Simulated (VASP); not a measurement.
# WSe2 (P6_3/mmc) in VASP: further runs, part 2 of 2

VASP 6.6.1.

## (4) Relaxation of cell and atoms, PBE

This run uses another cell than the first one, of 21.85 Å³/atom.

INCAR reads:

```
SYSTEM = WSe2
PREC = Accurate
ENCUT = 600
EDIFF = 1E-7
ISMEAR = 0
SIGMA = 0.02
LREAL = .FALSE.
LASPH = .TRUE.
NELM = 100
ALGO = Normal
ISIF = 3
LWAVE = .FALSE.
LCHARG = .FALSE.
GGA = PE
IBRION = 2
NSW = 100
EDIFFG = -0.005
```

KPOINTS reads:

```
Automatic mesh
0
G
  12 12 2
  0 0 0
```

POSCAR reads:

```
WSe2
1.0
    3.3199329218      0.0000000000      0.0000000000
   -1.6599664609      2.8751462491      0.0000000000
    0.0000000000      0.0000000000     13.7371873000
W Se
2 4
Direct
    0.6666666700      0.3333333300      0.7500000000
    0.3333333300      0.6666666700      0.2500000000
    0.3333333300      0.6666666700      0.8710007900
    0.6666666700      0.3333333300      0.3710007900
    0.3333333300      0.6666666700      0.6289992100
    0.6666666700      0.3333333300      0.1289992100
```

Potentials or basis: VASP PAW PBE potentials, release 64 (W_sv, Se).

Run with:

```bash
> cat potpaw_PBE.64/W_sv/POTCAR potpaw_PBE.64/Se/POTCAR > POTCAR
> mpirun -np 1 vasp_std > vasp.out
```

OUTCAR:

```text
SYSTEM = WSe2
   PREC = Accurate
   ENCUT = 600
   EDIFF = 1E-7
   ISMEAR = 0
   LREAL = .FALSE.
   LASPH = .TRUE.
   NELM = 100
   ISIF = 3
   GGA = PE
   IBRION = 2
   NSW = 100
   EDIFFG = -0.005

 ion  position               nearest neighbor table
   1  0.667  0.333  0.750-   3 2.54   5 2.54   3 2.54   5 2.54   3 2.54   5 2.54
   2  0.333  0.667  0.250-   4 2.54   6 2.54   4 2.54   6 2.54   4 2.54   6 2.54
   3  0.333  0.667  0.871-   1 2.54   1 2.54   1 2.54
   4  0.667  0.333  0.371-   2 2.54   2 2.54   2 2.54
   5  0.333  0.667  0.629-   1 2.54   1 2.54   1 2.54
   6  0.667  0.333  0.129-   2 2.54   2 2.54   2 2.54

  LATTYP: Found a hexagonal cell.
 ALAT       =     3.3199329218
 C/A-ratio  =     4.1377906191

  Lattice vectors:

 A1 = (   3.3199329218,   0.0000000000,   0.0000000000)
 A2 = (  -1.6599664609,   2.8751462491,   0.0000000000)
 A3 = (   0.0000000000,   0.0000000000,  13.7371873000)

Analysis of symmetry for initial positions (statically):
=====================================================================
 Subroutine PRICEL returns:
 Original cell was already a primitive cell.

 Routine SETGRP: Setting up the symmetry group for a
 hexagonal supercell.

 Subroutine GETGRP returns: Found 24 space group operations
 (whereof 12 operations were pure point group operations)
 out of a pool of 24 trial point group operations.

The static configuration has the point symmetry D_3d.
 The point group associated with its full space group is D_6h.

Analysis of symmetry for dynamics (positions and initial velocities):
=====================================================================
 Subroutine PRICEL returns:
 Original cell was already a primitive cell.

 Routine SETGRP: Setting up the symmetry group for a
 hexagonal supercell.

 Subroutine GETGRP returns: Found 24 space group operations
 (whereof 12 operations were pure point group operations)
 out of a pool of 24 trial point group operations.

The dynamic configuration has the point symmetry D_3d.
[... 121 lines left out ...]
   EMIN   =  10.00;   EMAX   =-10.00  energy-range for DOS
   EFERMI =   0.00;   METHOD = LEGACY
   ISMEAR =     0;   SIGMA  =   0.02  broadening in eV -4-tet -1-fermi 0-gaus
   EFERMI_NEDOS =   21; number of points for ismear=-14 and -15
   IALGO  =     38    algorithm
   IMIX   =      4    mixing-type and parameters
     AMIX     =   0.40;   BMIX     =  1.00
     AMIX_MAG =   1.60;   BMIX_MAG =  1.00
  volume/ion in A,a.u.               =      21.85       147.48
  Fermi-wavevector in a.u.,A,eV,Ry     =   1.202764  2.272894 19.682734  1.446640
  Thomas-Fermi vector in A             =   2.338536
   LORBIT       =      0    0 simple, 1 ext, 2 COOP (PROOUT), +10 PAW based schemes
   GGA     = PE    functional components
   LHFCALC =     F    Hartree Fock is set to
   AEXX    =    0.0000 exact exchange contribution
   IVDW    =     0    specifies the selected vdW correction
   LEPSILON=     F    determine dielectric tensor
   LRPA    =     F    only Hartree local field effects (RPA)
 conjugate gradient relaxation of ions
 non-spin polarized calculation
 Gauss-broadening in eV      SIGMA  =   0.02
  energy-cutoff  :      600.00
  volume of cell :      131.13
 maximum number of plane-waves:      4434
 NGX is ok and might be reduce to    28
   NGX = 13   NGY = 13   NGZ = 55

--------------------------------------- Ionic step        1  -------------------------------------------

 number of electron      52.0000004 magnetization

 Free energy of the ion-electron system (eV)
  ---------------------------------------------------
  ext. energy  EPLUGINS =         0.00000000
  ---------------------------------------------------
  free energy    TOTEN  =       -43.22420865 eV

  energy without entropy =      -43.22420865  energy(sigma->0) =      -43.22420865

------------------------ aborting loop because EDIFF is reached ----------------------------------------

  FORCE on cell =-STRESS in cart. coord.  units (eV):
  Direction    XX          YY          ZZ          XY          YZ          ZX
  --------------------------------------------------------------------------------------
  -------------------------------------------------------------------------------------
  Total        1.0485525      1.0485525      2.5858628      0.0000000      0.0000000     -0.0000000
  in kB       12.8119048     12.8119048     31.5957731      0.0000000      0.0000000     -0.0000000
  external PRESSURE =      19.0731942 kB  Pullay stress =       0.0000000 kB
[... 1752 lines left out ...]
     30       6.4213      0.00000
     31       7.4169      0.00000

 [... further k-points ...]

[... ionic steps 4 to 20 ...]

--------------------------------------- Ionic step       21  -------------------------------------------

 number of electron      51.9999993 magnetization

------------------------ aborting loop because EDIFF is reached ----------------------------------------
[... 75 lines left out ...]
--------------------------------------- Ionic step       23  -------------------------------------------

 number of electron      51.9999994 magnetization

 Free energy of the ion-electron system (eV)
  ---------------------------------------------------
  ext. energy  EPLUGINS =         0.00000000
  ---------------------------------------------------
  free energy    TOTEN  =       -43.25567139 eV

  energy without entropy =      -43.25567139  energy(sigma->0) =      -43.25567139

 E-fermi :   4.5049     XC(G=0):  -9.6302

 val. band max:        4.3030266095   @ k =   0.3333   0.3333   0.0000
 cond. band min:       5.7479472817   @ k =   0.1667   0.1667   0.0000
 fundamental gap:      1.4449206723
 Fermi energy:         4.5049108793
[... 849 lines left out ...]
  FREE ENERGIE OF THE ION-ELECTRON SYSTEM (eV)
  ---------------------------------------------------
  free  energy   TOTEN  =       -43.2556713857 eV

  energy  without entropy=      -43.2556713857  energy(sigma->0) =      -43.25567139

 reached required accuracy - stopping structural energy minimisation
```

OSZICAR:

```text
N       E                     dE             d eps       ncg     rms          rms(c)
DAV:   1     0.540575637511E+03    0.54058E+03   -0.30371E+04  2644   0.180E+03
DAV:   2    -0.983285929061E+01   -0.55041E+03   -0.53951E+03  2840   0.444E+02
DAV:   3    -0.443001021590E+02   -0.34467E+02   -0.33943E+02  2955   0.985E+01
[... 245 lines left out ...]
DAV:   5    -0.432556697044E+02   -0.25073E-05   -0.36487E-05  2853   0.312E-02    0.128E-02
DAV:   6    -0.432556705819E+02   -0.87759E-06   -0.39645E-06  2944   0.963E-03    0.677E-03
DAV:   7    -0.432556711179E+02   -0.53595E-06   -0.22864E-06  2311   0.670E-03    0.173E-03
DAV:   8    -0.432556713038E+02   -0.18589E-06   -0.37869E-07  2355   0.349E-03    0.860E-04
DAV:   9    -0.432556713857E+02   -0.81885E-07   -0.88388E-08  1794   0.175E-03
  23 F= -.43255671E+02 E0= -.43255671E+02  d E =-.284934E-03
```

CONTCAR:

```text
WSe2
   1.00000000000000
     3.3221853382611242   -0.0000000000000003   -0.0000000000000000
    -1.6610926691305623    2.8770968989751773    0.0000000000000000
     0.0000000000000000    0.0000000000000000   15.0136958356722676
  W               Se
     2     4
Direct
     0.6666666699999979    0.3333333300000021    0.7500000000000000
     0.3333333300000021    0.6666666699999979    0.2500000000000000
     0.3333333300000021    0.6666666699999979    0.8619237557408843
     0.6666666699999979    0.3333333300000021    0.3619237557408840
     0.3333333300000021    0.6666666699999979    0.6380762442591157
     0.6666666699999979    0.3333333300000021    0.1380762442591159

  0.00000000E+00  0.00000000E+00  0.00000000E+00
  0.00000000E+00  0.00000000E+00  0.00000000E+00
  0.00000000E+00  0.00000000E+00  0.00000000E+00
  0.00000000E+00  0.00000000E+00  0.00000000E+00
  0.00000000E+00  0.00000000E+00  0.00000000E+00
  0.00000000E+00  0.00000000E+00  0.00000000E+00
```

Run time: 46 min. Hardware: 1 thread of Intel Xeon Platinum 8488C (Sapphire Rapids), shared host; peak memory 0.41 GiB.

Results:

| Property | Result |
| --- | --- |
| Free energy | -43.2557 eV |
| Relaxed volume | 23.92 Å³/atom |
| Relaxed cell | a = 3.322 Å, b = 3.322 Å, c = 15.014 Å, α = 90.00°, β = 90.00°, γ = 120.00° |
| Space group after relaxing (to 0.1 Å) | P6_3/mmc (No. 194) |
| Energy gained by relaxing | 5.2 meV/atom |
| Ionic steps | 23 |
| Pressure after relaxing | 0.0 GPa |
| Band gap on the k mesh | 1.44 eV (least direct gap 1.52 eV) |

Forces in eV/Å, atoms in the order of the input:
```
W    0.000  0.000  0.000
W    0.000  0.000  0.000
Se   0.000  0.000 -0.003
Se   0.000  0.000 -0.003
Se   0.000  0.000  0.003
Se   0.000  0.000  0.003
```

The path:
```csv
step,energy change (eV),largest force (eV/Å),pressure (GPa),volume (Å³)
1,0.0000,0.3010,1.91,131.13
2,0.0441,0.6683,-3.79,136.12
3,-0.0143,0.0368,-0.11,132.75
4,-0.0143,0.0304,-0.07,132.72
5,-0.0156,0.0474,0.06,132.62
6,-0.0158,0.0598,0.15,132.55
7,-0.0169,0.0665,0.08,132.89
8,-0.0196,0.0857,-0.12,133.93
9,-0.0232,0.1209,-0.47,136.00
10,-0.0252,0.1752,-1.03,140.17
11,-0.0254,0.1724,-1.01,140.22
12,-0.0259,0.1639,-0.97,140.38
13,-0.0269,0.1465,-0.88,140.68
14,-0.0286,0.1113,-0.70,141.29
15,-0.0307,0.0370,-0.31,142.50
16,-0.0297,0.1261,0.51,144.93
17,-0.0312,0.0288,0.02,143.41
18,-0.0312,0.0247,-0.01,143.35
19,-0.0311,0.0017,-0.14,142.93
20,-0.0312,0.0210,-0.02,143.29
21,-0.0312,0.0186,-0.02,143.31
22,-0.0314,0.0113,-0.01,143.37
23,-0.0315,0.0028,0.02,143.50
```

Final structure:
```cif
data_structure
_symmetry_space_group_name_H-M 'P 1'
_symmetry_Int_Tables_number 1
_cell_length_a 3.3222
_cell_length_b 3.3222
_cell_length_c 15.0137
_cell_angle_alpha 90.000
_cell_angle_beta 90.000
_cell_angle_gamma 120.000
_cell_volume 143.50
loop_
_atom_site_label
_atom_site_type_symbol
_atom_site_fract_x
_atom_site_fract_y
_atom_site_fract_z
_atom_site_occupancy
W1 W 0.66667 0.33333 0.75000 1
W2 W 0.33333 0.66667 0.25000 1
Se1 Se 0.33333 0.66667 0.86192 1
Se2 Se 0.66667 0.33333 0.36192 1
Se3 Se 0.33333 0.66667 0.63808 1
Se4 Se 0.66667 0.33333 0.13808 1
```

Caveat: spin-orbit coupling is left out, which moves the levels of the heavy elements; this functional lacks dispersion, which binds the layers, so the pressure and a relaxed spacing across them are unreliable. A k mesh can miss the band edges.

## (5) Overview

| task | cell | k mesh | cutoff (eV) | gap on the mesh (eV) | pressure (GPa) |
| --- | --- | --- | --- | --- | --- |
| single point | a = 3.421, b = 3.421, c = 15.495 Å, angles 90.0, 90.0, 120.0°, 6 atoms, atomic positions A | 12 × 12 × 2 | 520 | 1.03 | -3.1 |
| relaxation of cell and atoms | relaxed to 10 GPa from a = 3.183, b = 3.183, c = 12.340 Å, angles 90.0, 90.0, 120.0°, 6 atoms, atomic positions B | 12 × 12 × 4 | 500 | 0.64 | 10.0 |
| relaxation of cell and atoms | relaxed from a = 3.320, b = 3.320, c = 13.737 Å, angles 90.0, 90.0, 120.0°, 6 atoms, atomic positions C | 12 × 12 × 2 | 600 | 1.44 | 0.0 |

Alike in all rows: level PBE; potentials or basis VASP PAW PBE potentials, release 64 (W_sv, Se); no spin polarisation; smearing gaussian 0.02 eV.

Caveats: spin-orbit coupling is left out, which moves the levels of the heavy elements; this functional lacks dispersion, which binds the layers, so the pressure and a relaxed spacing across them are unreliable (at least some runs); the cell stands under tension (at least some runs); the cell is relaxed towards a set pressure, so the run minimises the enthalpy, not the energy (at least some runs).

Total energies depend on the potentials used, so only differences within one code and one set of settings carry meaning.
